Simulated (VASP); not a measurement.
# Zn3In4O (P1) in VASP: relaxation of cell and atoms with PBE

Aim: the relaxation of cell and atoms of Zn3In4O with PBE.

All numbers are computed with VASP 6.6.1; they aren't measurements. Logs are shortened: lines on timing, memory, paths and dates and some standing lists are left out, and cuts for length are marked.

## Step 1: The cell of the first run

The typed cell holds 8 atoms: a = 3.393 Å, b = 3.428 Å, c = 16.351 Å, α = 91.16°, β = 88.90°, γ = 118.53°.

## Step 2: Relaxation of cell and atoms, PBE

The input, INCAR:

```
PREC     = Accurate       # precision mode
ENCUT    = 600            # plane-wave cutoff, eV
EDIFF    = 1E-6           # SCF threshold, eV
ISMEAR   = 0              # smearing method
SIGMA    = 0.2            # smearing width, eV
LREAL    = F              # projectors in reciprocal space
LASPH    = T              # aspherical terms in the spheres
NELM     = 80             # most SCF steps
ALGO     = Normal         # electronic algorithm
ISIF     = 3              # what is computed and relaxed
LWAVE    = F              # write WAVECAR
LCHARG   = F              # write CHGCAR
GGA      = PE             # functional
IBRION   = 2              # ionic algorithm
NSW      = 80             # ionic steps
EDIFFG   = -0.025         # ionic threshold
```

The input, KPOINTS:

```
Automatic mesh
0
Gamma
  6 6 2
```

The input, POSCAR:

```
Zn3In4O
1.0
    3.3927607245      0.0338992570      0.0333225194
   -1.6670227445      2.9951696587     -0.0353107530
    0.1542162306     -0.0996617846     16.3495226243
Zn In O
3 4 1
Direct
    0.9818677508     -0.0239531523      0.4950189423
    0.6484295424      0.3166528887      0.2361268629
    0.3445449746      0.6624031050      0.7717953113
    0.3333709784      0.6755732132      0.3680522927
    0.6564690361      0.3279676839      0.6303488222
    0.6765097735      0.3544955614      0.9030357687
    0.3356631075      0.6751964687      0.0966132528
    1.0231448367      0.0116642313     -0.0009912528
```

Potentials or basis: VASP PAW PBE potentials, release 64 (Zn, In_d, O).

Command:

```bash
$ cat potpaw_PBE.64/Zn/POTCAR potpaw_PBE.64/In_d/POTCAR potpaw_PBE.64/O/POTCAR > POTCAR
$ mpirun -np 1 vasp_std > vasp.out
```

OUTCAR:

```text
PREC = Accurate
   ENCUT = 600
   EDIFF = 1E-6
   ISMEAR = 0
   LREAL = F
   LASPH = T
   NELM = 80
   ISIF = 3
   GGA = PE
   IBRION = 2
   NSW = 80
   EDIFFG = -0.025

 ion  position               nearest neighbor table
   1  0.982  0.976  0.495-   4 2.79   4 2.85   5 2.94   5 2.97   4 2.98   5 3.01
   2  0.648  0.317  0.236-   4 2.89   4 2.91   7 2.97   4 2.99   7 3.05   7 3.05
   3  0.345  0.662  0.772-   6 2.88   6 2.91   5 2.96   6 2.97   5 3.08   5 3.11
   4  0.333  0.676  0.368-   1 2.79   1 2.85   2 2.89   2 2.91   1 2.98   2 2.99
   5  0.656  0.328  0.630-   1 2.94   3 2.96   1 2.97   1 3.01   3 3.08   3 3.11
   6  0.677  0.354  0.903-   8 2.49   8 2.51   8 2.59   3 2.88   3 2.91   3 2.97   7 3.67   7 3.74
                             7 3.79
   7  0.336  0.675  0.097-   8 2.51   8 2.54   8 2.58   2 2.97   2 3.05   2 3.05   6 3.67   6 3.74
                             6 3.79
   8  0.023  0.012  0.999-   6 2.49   7 2.51   6 2.51   7 2.54   7 2.58   6 2.59

  LATTYP: Found a triclinic cell.
 ALAT       =     3.4280100590
 B/A-ratio  =     1.0169683013
 C/A-ratio  =     4.7696924408
 COS(alpha) =     0.0011973888
 COS(beta)  =     0.0202123578
 COS(gamma) =     0.5184487988

  Lattice vectors:

 A1 = (  -1.6670227445,   2.9951696587,  -0.0353107530)
 A2 = (   1.7257379800,   3.0290689157,  -0.0019882336)
 A3 = (  -0.1542162306,   0.0996617846, -16.3495226243)

Analysis of symmetry for initial positions (statically):
=====================================================================
 Subroutine PRICEL returns:
 Original cell was already a primitive cell.

 Routine SETGRP: Setting up the symmetry group for a
 triclinic supercell.

 Subroutine GETGRP returns: Found  1 space group operations
 (whereof  1 operations were pure point group operations)
 out of a pool of  2 trial point group operations.

The static configuration has the point symmetry C_1 .

Analysis of symmetry for dynamics (positions and initial velocities):
=====================================================================
 Subroutine PRICEL returns:
 Original cell was already a primitive cell.

 Routine SETGRP: Setting up the symmetry group for a
 triclinic supercell.

 Subroutine GETGRP returns: Found  1 space group operations
 (whereof  1 operations were pure point group operations)
 out of a pool of  2 trial point group operations.

The dynamic configuration has the point symmetry C_1 .

 Subroutine INISYM returns: Found  1 space group operations
 (whereof  1 operations are pure point group operations),
 and found     1 'primitive' translations

----------------------------------------------------------------------------------------

                                     Primitive cell

  volume of cell :     167.0441

  direct lattice vectors                    reciprocal lattice vectors
     3.392760724  0.033899257  0.033322519     0.293132690  0.163128102 -0.001770583
    -1.667022745  2.995169659 -0.035310753    -0.003337788  0.332037422  0.002055484
     0.154216231 -0.099661785 16.349522624    -0.000604652  0.000384638  0.061171913

  length of vectors
     3.393093704  3.428010059 16.350553665     0.335470843  0.332060560  0.061176111

  position of ions in fractional coordinates (direct lattice)
     0.981867751  0.976046848  0.495018942
     0.648429542  0.316652889  0.236126863
     0.344544975  0.662403105  0.771795311
     0.333370978  0.675573213  0.368052293
     0.656469036  0.327967684  0.630348822
     0.676509774  0.354495561  0.903035769
     0.335663107  0.675196469  0.096613253
     0.023144837  0.011664231  0.999008747

  ion indices of the primitive-cell ions
   primitive index   ion index
                 1           1
                 2           2
                 3           3
                 4           4
                 5           5
                 6           6
                 7           7
                 8           8

----------------------------------------------------------------------------------------

 KPOINTS: Automatic mesh

Automatic generation of k-mesh.
 Grid dimensions read from file:
 generate k-points for:    6    6    2

 Generating k-lattice:

  Cartesian coordinates                     Fractional coordinates (reciprocal lattice)
     0.048855448  0.027188017 -0.000295097     0.166666667  0.000000000  0.000000000
    -0.000556298  0.055339570  0.000342581     0.000000000  0.166666667 -0.000000000
    -0.000302326  0.000192319  0.030585957     0.000000000  0.000000000  0.500000000

  Length of vectors
     0.055911807  0.055343427  0.030588055

  Shift w.r.t. Gamma in fractional coordinates (k-lattice)
     0.000000000  0.000000000  0.000000000

 Subroutine IBZKPT returns following result:
 ===========================================

 Found     40 irreducible k-points:

 Following reciprocal coordinates:
            Coordinates               Weight
  0.000000  0.000000  0.000000      1.000000
  0.166667  0.000000 -0.000000      2.000000
  0.333333  0.000000  0.000000      2.000000
  0.500000  0.000000 -0.000000      1.000000
  0.000000  0.166667  0.000000      2.000000
  0.166667  0.166667  0.000000      2.000000
[... 16 lines left out ...]
  0.333333  0.000000  0.500000      2.000000
  0.500000 -0.000000  0.500000      1.000000
 [... further k-points ...]
   k-points           NKPTS =     40   k-points in BZ     NKDIM =     40   number of bands    NBANDS=     56
   number of dos      NEDOS =    301   number of ions     NIONS =      8
   total plane-waves  NPLWV = 109760
   dimension x,y,z NGX =    28 NGY =   28 NGZ =  140
   dimension x,y,z NGXF=    56 NGYF=   56 NGZF=  280
   ions per type =               3   4   1
   NGX,Y,Z   is equivalent  to a cutoff of  13.72, 13.58, 14.23 a.u.
   NGXF,Y,Z  is equivalent  to a cutoff of  27.44, 27.16, 28.47 a.u.
 SYSTEM =  unknown system
   PREC   = accura    normal or accurate (medium, high low for compatibility)
   ISTART =      0    job   : 0-new  1-cont  2-samecut
   ICHARG =      2    charge: 1-file 2-atom 10-const
   ISPIN  =      1    spin polarized calculation?
   LNONCOLLINEAR =      F non collinear calculations
   LSORBIT =      F    spin-orbit coupling
   LASPH  =      T    aspherical Exc in radial PAW
   ENCUT  =  600.0 eV  44.10 Ry    6.64 a.u.   6.78  6.85 32.66*2*pi/ulx,y,z
   NELM   =     80;   NELMIN=  2; NELMDL= -5     # of ELM steps
   EDIFF  = 0.1E-05   stopping-criterion for ELM
   LREAL  =      F    real-space projection
   EDIFFG = -.3E-01   stopping-criterion for IOM
   NSW    =     80    number of steps for IOM
   IBRION =      2    ionic relax: 0-MD 1-quasi-New 2-CG
   NFREE  =      1    steps in history (QN), initial steepest desc. (CG)
   ISIF   =      3    stress and relaxation
   ISYM   =      2    0-nonsym 1-usesym 2-fastsym
   POTIM  = 0.5000    time-step for ionic-motion
   TEBEG  =    0.0;   TEEND  =   0.0 temperature during run
   PSTRESS=    0.0 pullay stress
   NELECT =      94.0000    total number of electrons
   NUPDOWN=      -1.0000    fix difference up-down
   EMIN   =  10.00;   EMAX   =-10.00  energy-range for DOS
   EFERMI =   0.00;   METHOD = LEGACY
   ISMEAR =     0;   SIGMA  =   0.20  broadening in eV -4-tet -1-fermi 0-gaus
   EFERMI_NEDOS =   21; number of points for ismear=-14 and -15
   IALGO  =     38    algorithm
   IMIX   =      4    mixing-type and parameters
     AMIX     =   0.40;   BMIX     =  1.00
     AMIX_MAG =   1.60;   BMIX_MAG =  1.00
  volume/ion in A,a.u.               =      20.88       140.91
  Fermi-wavevector in a.u.,A,eV,Ry     =   1.351576  2.554108 24.854543  1.826757
  Thomas-Fermi vector in A             =   2.478986
   LORBIT       =      0    0 simple, 1 ext, 2 COOP (PROOUT), +10 PAW based schemes
   GGA     = PE    functional components
   LHFCALC =     F    Hartree Fock is set to
   AEXX    =    0.0000 exact exchange contribution
   IVDW    =     0    specifies the selected vdW correction
   LEPSILON=     F    determine dielectric tensor
   LRPA    =     F    only Hartree local field effects (RPA)
 conjugate gradient relaxation of ions
 non-spin polarized calculation
 Gauss-broadening in eV      SIGMA  =   0.20
  energy-cutoff  :      600.00
  volume of cell :      167.04
 maximum number of plane-waves:      5606
   NGX = 13   NGY = 13   NGZ = 65

--------------------------------------- Ionic step        1  -------------------------------------------

 number of electron      94.0000005 magnetization

 Free energy of the ion-electron system (eV)
  ---------------------------------------------------
  ext. energy  EPLUGINS =         0.00000000
  ---------------------------------------------------
  free energy    TOTEN  =       -19.73119610 eV

  energy without entropy =      -19.69555786  energy(sigma->0) =      -19.71337698

------------------------ aborting loop because EDIFF is reached ----------------------------------------

  FORCE on cell =-STRESS in cart. coord.  units (eV):
  Direction    XX          YY          ZZ          XY          YZ          ZX
  --------------------------------------------------------------------------------------
  -------------------------------------------------------------------------------------
  Total       -0.5748372     -1.8439716     -3.8635987     -0.4841064      0.3149078     -0.3512247
  in kB       -5.5134627    -17.6861690    -37.0571102     -4.6432315      3.0203895     -3.3687174
  external PRESSURE =     -20.0855806 kB  Pullay stress =       0.0000000 kB
[... 107 lines left out ...]
  FREE ENERGIE OF THE ION-ELECTRON SYSTEM (eV)
  ---------------------------------------------------
  free  energy   TOTEN  =       -19.8247173214 eV

  energy  without entropy=      -19.7940256880  energy(sigma->0) =      -19.80937150

[... ionic steps 4 to 9 ...]

--------------------------------------- Ionic step       10  -------------------------------------------

 number of electron      94.0000006 magnetization

------------------------ aborting loop because EDIFF is reached ----------------------------------------
[... 79 lines left out ...]
--------------------------------------- Ionic step       12  -------------------------------------------

 number of electron      94.0000006 magnetization

 Free energy of the ion-electron system (eV)
  ---------------------------------------------------
  ext. energy  EPLUGINS =         0.00000000
  ---------------------------------------------------
  free energy    TOTEN  =       -19.88465698 eV

  energy without entropy =      -19.86237307  energy(sigma->0) =      -19.87351502

 E-fermi :   5.9082     XC(G=0): -10.5814

 val. band max:        5.9072646401   @ k =   0.3333   0.3333   0.5000
 cond. band min:       6.0708685431   @ k =   0.3333   0.3333   0.5000
 fundamental gap:      0.1636039030
 Fermi energy:         5.9082494705

 k-point     1 :       0.0000    0.0000    0.0000
  band No.  band energies     occupation
      1     -12.9360      2.00000
      2      -8.8907      2.00000
      3      -8.8823      2.00000
      4      -8.8767      2.00000
      5      -8.8711      2.00000
      6      -8.8404      2.00000
[... 1405 lines left out ...]
     55      10.1138      0.00000
     56      10.5827      0.00000

 [... further k-points ...]
[... 5 lines left out ...]
  --------------------------------------------------------------------------------------
  -------------------------------------------------------------------------------------
  Total        0.0499436     -0.0235617      0.0195163     -0.0226528      0.0051462     -0.0110521
  in kB        0.4973974     -0.2346546      0.1943659     -0.2256036      0.0512517     -0.1100702
  external PRESSURE =       0.1523696 kB  Pullay stress =       0.0000000 kB
[... 23 lines left out ...]
  FREE ENERGIE OF THE ION-ELECTRON SYSTEM (eV)
  ---------------------------------------------------
  free  energy   TOTEN  =       -19.8846569771 eV

  energy  without entropy=      -19.8623730710  energy(sigma->0) =      -19.87351502

 reached required accuracy - stopping structural energy minimisation
```

It took 50 min on 1 thread of AMD EPYC 9R45 (Zen 5), shared host; peak memory 0.56 GiB.

What came out:

- Free energy: -19.8847 eV
- Relaxed volume: 20.11 Å³/atom
- Relaxed cell: a = 3.419 Å, b = 3.419 Å, c = 15.879 Å, α = 90.02°, β = 89.96°, γ = 119.93°
- Space group after relaxing (to 0.1 Å): Cm (No. 8)
- Energy gained by relaxing: 19.2 meV/atom
- Ionic steps: 12
- Pressure after relaxing: 0.0 GPa
- Largest force after relaxing: 0.017 eV/Å
- Band gap on the k mesh: zero (bands 47 and 48 overlap by 3.58 eV)

Forces on the atoms (eV/Å):
```
Zn   0.006  0.007 -0.007
Zn   0.003  0.006  0.008
Zn  -0.010  0.002 -0.001
In   0.000 -0.002  0.002
In   0.005  0.006 -0.005
In  -0.005 -0.016  0.005
In  -0.001 -0.004 -0.001
O    0.003  0.001 -0.001
```

Step by step:
| step | energy change (eV) | largest force (eV/Å) | pressure (GPa) | volume (Å³) |
| --- | --- | --- | --- | --- |
| 1 | 0.0000 | 0.4646 | -2.01 | 167.04 |
| 2 | -0.0899 | 0.3605 | 0.05 | 160.78 |
| 3 | -0.0935 | 0.3709 | 0.60 | 159.34 |
| 4 | -0.1174 | 0.3014 | 0.37 | 159.98 |
| 5 | -0.1379 | 0.1535 | -0.06 | 161.31 |
| 6 | -0.1443 | 0.0994 | -0.08 | 161.21 |
| 7 | -0.1474 | 0.1032 | -0.14 | 161.07 |
| 8 | -0.1507 | 0.0715 | 0.13 | 160.24 |
| 9 | -0.1511 | 0.0501 | 0.32 | 159.72 |
| 10 | -0.1531 | 0.0371 | 0.03 | 160.70 |
| 11 | -0.1531 | 0.0386 | 0.02 | 160.72 |
| 12 | -0.1535 | 0.0174 | 0.02 | 160.87 |

Final structure:
```yaml
crystal:
  lattice:
    - [3.41938, 0.00244, 0.00082]
    - [-1.70764, 2.96174, -0.00022]
    - [0.00681, -0.00104, 15.87868]
  atoms:
    - { symbol: Zn, position: [0.99010, 0.99082, 0.50033] }
    - { symbol: Zn, position: [0.66135, 0.33183, 0.22719] }
    - { symbol: Zn, position: [0.33901, 0.66954, 0.77318] }
    - { symbol: In, position: [0.32465, 0.66082, 0.36416] }
    - { symbol: In, position: [0.65763, 0.32383, 0.63627] }
    - { symbol: In, position: [0.67519, 0.34474, 0.90556] }
    - { symbol: In, position: [0.32865, 0.66945, 0.09470] }
    - { symbol: O, position: [0.02342, 0.00897, 0.99861] }
```

Levels at points of the mesh, in eV from the Fermi level:
```
           k point  band 45  band 46  band 47  band 48  band 49  band 50
(0.00, 0.00, 0.00)    -2.13    -1.64     2.26     2.41     7.19     7.21
(0.50, 0.00, 0.00)    -2.93    -2.64    -1.05    -0.50    -0.38     0.91
(0.00, 0.50, 0.00)    -2.94    -2.65    -1.05    -0.46    -0.40     0.91
(0.50, 0.50, 0.00)    -2.93    -2.65    -1.05    -0.45    -0.38     0.91
(0.00, 0.00, 0.50)    -3.22    -0.51     0.75     4.63     4.68     7.13
(0.50, 0.00, 0.50)    -2.21    -2.09    -1.80    -1.14     0.63     1.14
(0.00, 0.50, 0.50)    -2.19    -2.09    -1.81    -1.13     0.63     1.16
(0.50, 0.50, 0.50)    -2.18    -2.09    -1.81    -1.12     0.64     1.16
```

Caveat: spin-orbit coupling is left out, which moves the levels of the heavy elements.
